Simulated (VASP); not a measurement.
**Na3Cl: single point with PBEsol**

The system is Na3Cl.

```
Cl Na
1.0
     3.43930    0.00000    0.00000
     0.00000    3.43930    0.00000
     0.00000    0.00000    9.35875
Cl Na
1 3
Direct
  0.00000 0.00000 0.00000
  0.50000 0.50000 0.17433
  0.50000 0.50000 0.82567
  0.00000 0.00000 0.50000
```

```json
{"Program": "VASP 6.6.1", "Task": "single point", "Functional": "PBEsol", "Potentials or basis": "VASP PAW PBE potentials, release 64 (Cl, Na_pv)", "Cutoff": "520 eV", "k mesh": "8 × 8 × 3", "Occupations": "fermi-dirac, width 0.05 eV", "Spin": "no spin polarisation"}
```

| Property | Result |
| --- | --- |
| Pressure | 0.8 GPa |
| Largest force | 0.130 eV/Å |
| Band gap on the k mesh | zero (bands 14 and 15 overlap by 3.53 eV) |

Forces in eV/Å, atoms in the order of the input:
```
Cl   0.000  0.000  0.000
Na   0.000  0.000  0.130
Na   0.000  0.000 -0.130
Na   0.000  0.000  0.000
```

Stress tensor (GPa, compression positive):
```
0.79 0.00 0.00
0.00 0.79 0.00
0.00 0.00 0.68
```

Levels at points of the mesh, in eV from the Fermi level:
| k point | band 11 | band 12 | band 13 | band 14 | band 15 | band 16 | band 17 | band 18 |
| --- | --- | --- | --- | --- | --- | --- | --- | --- |
| (0.00, 0.00, 0.00) | -6.17 | -4.38 | -4.38 | -2.91 | -0.67 | 0.73 | 3.31 | 5.03 |
| (0.50, 0.00, 0.00) | -6.85 | -5.50 | -4.11 | 0.25 | 0.30 | 1.18 | 2.07 | 3.84 |
| (0.50, 0.50, 0.00) | -6.25 | -6.25 | -5.09 | 2.10 | 3.07 | 3.07 | 3.27 | 3.27 |

Run time: 89 s on 1 thread of Intel Xeon 8259CL (shared host), peak memory 0.24 GiB.

Caveat: the PAW data sets were made with another functional, which shifts forces and pressure a little.
